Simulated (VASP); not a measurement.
# La2Zr3O (P6/mmm) in VASP: further runs

The runs below take La2Zr3O through relaxation of cell and atoms, single point, with PBE.

Program: VASP 6.6.1. These are calculated values, not measurements. Logs are shortened: lines on timing, memory, paths and dates and some standing lists are left out, and cuts for length are marked.

**1. The cell of the first run**

Symmetry: P6/mmm, No. 191, hexagonal system. The conventional cell has a = 6.036 Å, b = 6.036 Å, c = 3.513 Å, α = 90.00°, β = 90.00°, γ = 120.00°. Within 3.3 Å of La (site symmetry -6m2) lie 6 Zr at 2.47 Å. Within 3.3 Å of Zr (site symmetry mmm) lie 4 La at 2.47 Å and 4 Zr at 3.02 Å. Within 4.6 Å of O (site symmetry 6/mmm) lie 6 La at 3.49 Å and 12 Zr at 3.49 Å and 2 O at 3.51 Å.

The cell was built from a structure type or drawn by symmetry, and may not be a known phase.

**2. Relaxation of cell and atoms, PBE**

Contents of INCAR:

```
SYSTEM = La2Zr3O
  PREC = Accurate
  ENCUT = 600
  EDIFF = 1E-6
  ISMEAR = 0
  SIGMA = 0.1
  LREAL = .False.
  LASPH = .True.
  NELM = 100
  ALGO = Normal
  ISIF = 3
  LWAVE = .False.
  LCHARG = .False.
  GGA = PE
  IBRION = 2
  NSW = 90
  EDIFFG = -0.04
```

Contents of KPOINTS:

```
regular mesh
0
Gamma
  3 3 6
  0 0 0
```

Contents of POSCAR:

```
La2Zr3O
1.0
    6.0362776600      0.0000000000      0.0000000000
   -3.0181388300      5.2275698000      0.0000000000
    0.0000000000      0.0000000000      3.5134271600
La Zr O
2 3 1
Direct
    0.3333333300      0.6666666700      0.0000000000
    0.6666666700      0.3333333300      0.0000000000
    0.5000000000      0.0000000000      0.5000000000
    0.5000000000      0.5000000000      0.5000000000
    0.0000000000      0.5000000000      0.5000000000
    0.0000000000      0.0000000000      0.0000000000
```

Potentials or basis: VASP PAW PBE potentials, release 64 (La, Zr_sv, O).

Command:

```bash
cat potpaw_PBE.64/La/POTCAR potpaw_PBE.64/Zr_sv/POTCAR potpaw_PBE.64/O/POTCAR > POTCAR
mpirun -np 1 vasp_std > vasp.out
```

OUTCAR:

```text
SYSTEM = La2Zr3O
   PREC = Accurate
   ENCUT = 600
   EDIFF = 1E-6
   ISMEAR = 0
   LREAL = .False.
   LASPH = .True.
   NELM = 100
   ISIF = 3
   GGA = PE
   IBRION = 2
   NSW = 90
   EDIFFG = -0.04

 ion  position               nearest neighbor table
   1  0.333  0.667  0.000-   5 2.47   5 2.47   3 2.47   3 2.47   4 2.47   4 2.47   2 3.49   2 3.49
                             2 3.49
   2  0.667  0.333  0.000-   5 2.47   5 2.47   3 2.47   3 2.47   4 2.47   4 2.47   1 3.49   1 3.49
                             1 3.49
   3  0.500  0.000  0.500-   1 2.47   2 2.47   1 2.47   2 2.47   4 3.02   5 3.02   4 3.02   5 3.02

   4  0.500  0.500  0.500-   1 2.47   2 2.47   1 2.47   2 2.47   5 3.02   5 3.02   3 3.02   3 3.02

   5  0.000  0.500  0.500-   1 2.47   2 2.47   1 2.47   2 2.47   4 3.02   4 3.02   3 3.02   3 3.02

   6  0.000  0.000  0.000-

  LATTYP: Found a hexagonal cell.
 ALAT       =     6.0362776600
 C/A-ratio  =     0.5820519462

  Lattice vectors:

 A1 = (   6.0362776600,   0.0000000000,   0.0000000000)
 A2 = (  -3.0181388300,   5.2275698000,   0.0000000000)
 A3 = (   0.0000000000,   0.0000000000,   3.5134271600)

Analysis of symmetry for initial positions (statically):
=====================================================================
 Subroutine PRICEL returns:
 Original cell was already a primitive cell.

 Routine SETGRP: Setting up the symmetry group for a
 hexagonal supercell.

 Subroutine GETGRP returns: Found 24 space group operations
 (whereof 24 operations were pure point group operations)
 out of a pool of 24 trial point group operations.

The static configuration has the point symmetry D_6h.

Analysis of symmetry for dynamics (positions and initial velocities):
=====================================================================
 Subroutine PRICEL returns:
 Original cell was already a primitive cell.

 Routine SETGRP: Setting up the symmetry group for a
 hexagonal supercell.

 Subroutine GETGRP returns: Found 24 space group operations
 (whereof 24 operations were pure point group operations)
 out of a pool of 24 trial point group operations.

The dynamic configuration has the point symmetry D_6h.

 Subroutine INISYM returns: Found 24 space group operations
 (whereof 24 operations are pure point group operations),
 and found     1 'primitive' translations

----------------------------------------------------------------------------------------

                                     Primitive cell

  volume of cell :     110.8664

  direct lattice vectors                    reciprocal lattice vectors
     6.036277660  0.000000000  0.000000000     0.165665010  0.095646738  0.000000000
    -3.018138830  5.227569800  0.000000000     0.000000000  0.191293476  0.000000000
     0.000000000  0.000000000  3.513427160     0.000000000  0.000000000  0.284622380

  length of vectors
     6.036277660  6.036277662  3.513427160     0.191293476  0.191293476  0.284622380

  position of ions in fractional coordinates (direct lattice)
     0.333333330  0.666666670  0.000000000
     0.666666670  0.333333330  0.000000000
     0.500000000  0.000000000  0.500000000
     0.500000000  0.500000000  0.500000000
     0.000000000  0.500000000  0.500000000
     0.000000000  0.000000000  0.000000000

  ion indices of the primitive-cell ions
   primitive index   ion index
                 1           1
                 2           2
                 3           3
                 4           4
                 5           5
                 6           6

----------------------------------------------------------------------------------------

 KPOINTS: regular mesh

Automatic generation of k-mesh.
 Grid dimensions read from file:
 generate k-points for:    3    3    6

 Generating k-lattice:

  Cartesian coordinates                     Fractional coordinates (reciprocal lattice)
     0.055221670  0.031882246  0.000000000     0.333333333  0.000000000  0.000000000
     0.000000000  0.063764492  0.000000000     0.000000000  0.333333333  0.000000000
     0.000000000  0.000000000  0.047437063     0.000000000  0.000000000  0.166666667

  Length of vectors
     0.063764492  0.063764492  0.047437063

  Shift w.r.t. Gamma in fractional coordinates (k-lattice)
     0.000000000  0.000000000  0.000000000

 Subroutine IBZKPT returns following result:
 ===========================================

 Found     12 irreducible k-points:

 Following reciprocal coordinates:
            Coordinates               Weight
  0.000000  0.000000  0.000000      1.000000
  0.333333 -0.000000  0.000000      6.000000
  0.333333  0.333333  0.000000      2.000000
  0.000000  0.000000  0.166667      2.000000
  0.333333 -0.000000  0.166667     12.000000
  0.333333  0.333333  0.166667      4.000000
  0.000000  0.000000  0.333333      2.000000
  0.333333 -0.000000  0.333333     12.000000
  0.333333  0.333333  0.333333      4.000000
  0.000000  0.000000  0.500000      1.000000
  0.333333 -0.000000  0.500000      6.000000
  0.333333  0.333333  0.500000      2.000000
   k-points           NKPTS =     12   k-points in BZ     NKDIM =     12   number of bands    NBANDS=     38
   number of dos      NEDOS =    301   number of ions     NIONS =      6
   total plane-waves  NPLWV =  64512
   dimension x,y,z NGX =    48 NGY =   48 NGZ =   28
   dimension x,y,z NGXF=    96 NGYF=   96 NGZF=   56
   ions per type =               2   3   1
   NGX,Y,Z   is equivalent  to a cutoff of  13.22, 13.22, 13.25 a.u.
   NGXF,Y,Z  is equivalent  to a cutoff of  26.44, 26.44, 26.50 a.u.
 SYSTEM =  La2Zr3O
   PREC   = accura    normal or accurate (medium, high low for compatibility)
   ISTART =      0    job   : 0-new  1-cont  2-samecut
   ICHARG =      2    charge: 1-file 2-atom 10-const
   ISPIN  =      1    spin polarized calculation?
   LNONCOLLINEAR =      F non collinear calculations
   LSORBIT =      F    spin-orbit coupling
   LASPH  =      T    aspherical Exc in radial PAW
   ENCUT  =  600.0 eV  44.10 Ry    6.64 a.u.  12.06 12.06  7.02*2*pi/ulx,y,z
   NELM   =    100;   NELMIN=  2; NELMDL= -5     # of ELM steps
   EDIFF  = 0.1E-05   stopping-criterion for ELM
   LREAL  =      F    real-space projection
   EDIFFG = -.4E-01   stopping-criterion for IOM
   NSW    =     90    number of steps for IOM
   IBRION =      2    ionic relax: 0-MD 1-quasi-New 2-CG
   NFREE  =      1    steps in history (QN), initial steepest desc. (CG)
   ISIF   =      3    stress and relaxation
   ISYM   =      2    0-nonsym 1-usesym 2-fastsym
   POTIM  = 0.5000    time-step for ionic-motion
   TEBEG  =    0.0;   TEEND  =   0.0 temperature during run
   PSTRESS=    0.0 pullay stress
   NELECT =      64.0000    total number of electrons
   NUPDOWN=      -1.0000    fix difference up-down
   EMIN   =  10.00;   EMAX   =-10.00  energy-range for DOS
   EFERMI =   0.00;   METHOD = LEGACY
   ISMEAR =     0;   SIGMA  =   0.10  broadening in eV -4-tet -1-fermi 0-gaus
   EFERMI_NEDOS =   21; number of points for ismear=-14 and -15
   IALGO  =     38    algorithm
   IMIX   =      4    mixing-type and parameters
     AMIX     =   0.40;   BMIX     =  1.00
     AMIX_MAG =   1.60;   BMIX_MAG =  1.00
  volume/ion in A,a.u.               =      18.48       124.69
  Fermi-wavevector in a.u.,A,eV,Ry     =   1.363122  2.575928 25.281018  1.858102
  Thomas-Fermi vector in A             =   2.489553
   LORBIT       =      0    0 simple, 1 ext, 2 COOP (PROOUT), +10 PAW based schemes
   GGA     = PE    functional components
   LHFCALC =     F    Hartree Fock is set to
   AEXX    =    0.0000 exact exchange contribution
   IVDW    =     0    specifies the selected vdW correction
   LEPSILON=     F    determine dielectric tensor
   LRPA    =     F    only Hartree local field effects (RPA)
 conjugate gradient relaxation of ions
 non-spin polarized calculation
 Gauss-broadening in eV      SIGMA  =   0.10
  energy-cutoff  :      600.00
  volume of cell :      110.87
 maximum number of plane-waves:      3724
   NGX = 25   NGY = 25   NGZ = 15

--------------------------------------- Ionic step        1  -------------------------------------------

 number of electron      64.0000000 magnetization

 Free energy of the ion-electron system (eV)
  ---------------------------------------------------
  ext. energy  EPLUGINS =         0.00000000
  ---------------------------------------------------
  free energy    TOTEN  =       -24.23933034 eV

  energy without entropy =      -24.19432909  energy(sigma->0) =      -24.21682971

 E-fermi :  10.8897     XC(G=0): -11.4042

 val. band max:       10.8812650095   @ k =   0.3333   0.3333   0.3333
 cond. band min:      10.9130062271   @ k =   0.3333  -0.0000   0.0000
 fundamental gap:      0.0317412175
 Fermi energy:        10.8896516440

 k-point     1 :       0.0000    0.0000    0.0000
  band No.  band energies     occupation
      1     -37.8097      2.00000
      2     -37.5776      2.00000
      3     -37.5776      2.00000
      4     -22.2428      2.00000
      5     -21.0822      2.00000
      6     -16.7804      2.00000
[... 594 lines left out ...]
  FREE ENERGIE OF THE ION-ELECTRON SYSTEM (eV)
  ---------------------------------------------------
  free  energy   TOTEN  =       -32.2248533215 eV

  energy  without entropy=      -32.1572645629  energy(sigma->0) =      -32.19105894

[... ionic steps 4 to 9 ...]

--------------------------------------- Ionic step       10  -------------------------------------------

 number of electron      63.9999992 magnetization

 E-fermi :   6.7129     XC(G=0):  -9.7556

 val. band max:        6.7013531589   @ k =   0.3333   0.3333   0.0000
 cond. band min:       6.7631837769   @ k =   0.3333  -0.0000   0.3333
 fundamental gap:      0.0618306180
 Fermi energy:         6.7129351357

 k-point     1 :       0.0000    0.0000    0.0000
  band No.  band energies     occupation
      1     -41.8156      2.00000
      2     -41.5859      2.00000
      3     -41.5859      2.00000
      4     -26.0426      2.00000
      5     -25.6979      2.00000
      6     -20.6322      2.00000
[... 558 lines left out ...]
  energy  without entropy=      -34.9211995843  energy(sigma->0) =      -34.94398084

--------------------------------------- Ionic step       12  -------------------------------------------

 number of electron      64.0000006 magnetization

 Free energy of the ion-electron system (eV)
  ---------------------------------------------------
  ext. energy  EPLUGINS =         0.00000000
  ---------------------------------------------------
  free energy    TOTEN  =       -35.04791506 eV

  energy without entropy =      -35.00220919  energy(sigma->0) =      -35.02506212

 E-fermi :   7.2945     XC(G=0): -10.0164

 val. band max:        7.2661387748   @ k =   0.3333  -0.0000   0.0000
 cond. band min:       7.3457550110   @ k =   0.3333  -0.0000   0.3333
 fundamental gap:      0.0796162362
 Fermi energy:         7.2944851658

 k-point     1 :       0.0000    0.0000    0.0000
  band No.  band energies     occupation
      1     -41.1571      2.00000
      2     -40.8660      2.00000
      3     -40.8660      2.00000
      4     -25.4111      2.00000
      5     -24.9819      2.00000
      6     -20.1604      2.00000
[... 514 lines left out ...]
  FREE ENERGIE OF THE ION-ELECTRON SYSTEM (eV)
  ---------------------------------------------------
  free  energy   TOTEN  =       -35.0479150587 eV

  energy  without entropy=      -35.0022091877  energy(sigma->0) =      -35.02506212

 reached required accuracy - stopping structural energy minimisation
```

Run time: 11 min. Hardware: 1 thread of Intel Xeon 6975P-C (Granite Rapids), shared host; peak memory 0.29 GiB.

What came out:

* Free energy: -35.0479 eV
* Relaxed volume: 26.13 Å³/atom
* Relaxed cell: a = 5.648 Å, b = 5.648 Å, c = 5.674 Å, α = 90.00°, β = 90.00°, γ = 120.00°
* Space group after relaxing (to 0.1 Å): P6/mmm (No. 191)
* Energy gained by relaxing: 1801.4 meV/atom
* Ionic steps: 12
* Pressure after relaxing: 0.0 GPa
* Band gap on the k mesh: zero (bands 32 and 33 overlap by 0.52 eV)

The path:
```csv
step,energy change (eV),largest force (eV/Å),pressure (GPa),volume (Å³)
1,0.0000,0.0000,47.97,110.87
2,-7.3782,0.0000,-6.35,223.82
3,-7.9855,0.0000,0.10,180.48
4,-8.0366,0.0000,-1.94,191.16
5,-9.0943,0.0000,-3.28,186.48
6,-10.0732,0.0000,-3.74,178.15
7,-10.3017,0.0000,-0.99,155.19
8,-10.5917,0.0000,-3.40,170.62
9,-10.7249,0.0000,-2.77,164.48
10,-10.7128,0.0000,-3.02,166.54
11,-10.7274,0.0000,3.28,148.37
12,-10.8086,0.0000,-0.02,156.78
```

Final structure:
```cif
data_structure
_symmetry_space_group_name_H-M 'P 1'
_symmetry_Int_Tables_number 1
_cell_length_a 5.6483
_cell_length_b 5.6483
_cell_length_c 5.6743
_cell_angle_alpha 90.000
_cell_angle_beta 90.000
_cell_angle_gamma 120.000
_cell_volume 156.78
loop_
_atom_site_label
_atom_site_type_symbol
_atom_site_fract_x
_atom_site_fract_y
_atom_site_fract_z
_atom_site_occupancy
La1 La 0.33333 0.66667 0.00000 1
La2 La 0.66667 0.33333 0.00000 1
Zr1 Zr 0.50000 0.00000 0.50000 1
Zr2 Zr 0.50000 0.50000 0.50000 1
Zr3 Zr 0.00000 0.50000 0.50000 1
O1 O 0.00000 0.00000 0.00000 1
```

Caveat: the k points lie up to 0.43 Å⁻¹ apart in the final cell, too coarse for converged energies and pressures of a metal; the volume moved by over 15 % at a fixed basis, so the end points are rough; spin-orbit coupling is left out, which moves the levels of the heavy elements.

[end of part 1 of 2]
